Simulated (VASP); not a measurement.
Runs of VASP 6.6.1 on Al. It takes space group Fm-3m (No. 225, cubic). The conventional cell has a = 4.041 Å, b = 4.041 Å, c = 4.041 Å, α = 90.00°, β = 90.00°, γ = 90.00°. Within 3.8 Å of Al (site symmetry m-3m) lie 12 Al at 2.86 Å. 

| k mesh | smearing | gap on the mesh (eV) | pressure (GPa) |
| --- | --- | --- | --- |
| 5 × 5 × 5 | fermi-dirac 0.1 eV | none | (a) |
| 10 × 10 × 10 | fermi-dirac 0.1 eV | none | 0.0 |
| 10 × 10 × 10 | fermi-dirac 0.05 eV | none | -0.1 |
| 10 × 10 × 10 | gaussian 0.3 eV | none | 0.0 |

Alike in all rows: task single point; level PBE; potentials or basis VASP PAW PBE potentials, release 64 (Al); no spin polarisation; cell as given; cutoff (eV) 500.

Q: Fill in the values left out.

A: (a) 1.6.

Caveats: some runs use coarse meshes.

A gap of «none» marks levels without a gap at the run's occupations.
